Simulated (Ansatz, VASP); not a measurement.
# Two plane-wave programs on MoS2

```
S Mo
1.0
     3.13568    0.00000    0.00000
    -1.56784    2.76989    0.00000
     0.00000    0.00000   32.41157
S Mo
2 1
Direct
  0.99772 0.99543 0.45093
  0.33562 0.67124 0.54907
  0.66667 0.33333 0.50000
```

Change from the starting cell: strain along y +0.020, atoms relaxed.

Alike in both runs: functional PBE; dispersion D3(BJ); k mesh 18 × 18 × 1; occupations gaussian, width 0.1 eV; no spin polarisation.

Ansatz relaxed the structure, and its values are those at the end. VASP's run is a single point on that final structure, the one shown.

|  | VASP | Ansatz |
| --- | --- | --- |
| version | VASP 6.6.1 | Ansatz 0.2.0 |
| potentials or method | VASP PAW PBE potentials, release 64 (S, Mo_sv), cutoff 520 eV | scalar-relativistic, plane waves, PAW |
| valence electrons in the cell | 26 | 26 |

```tsv
	VASP	Ansatz	Ansatz less VASP
gap on the k mesh at the Fermi level (eV)	none	none	-
rms of the force components (eV/Å)	0.004	0.002	-0.0015
```

A gap of «none» marks a metal or a gap that the smearing closes. Ansatz's warnings: stress scf threshold loose.
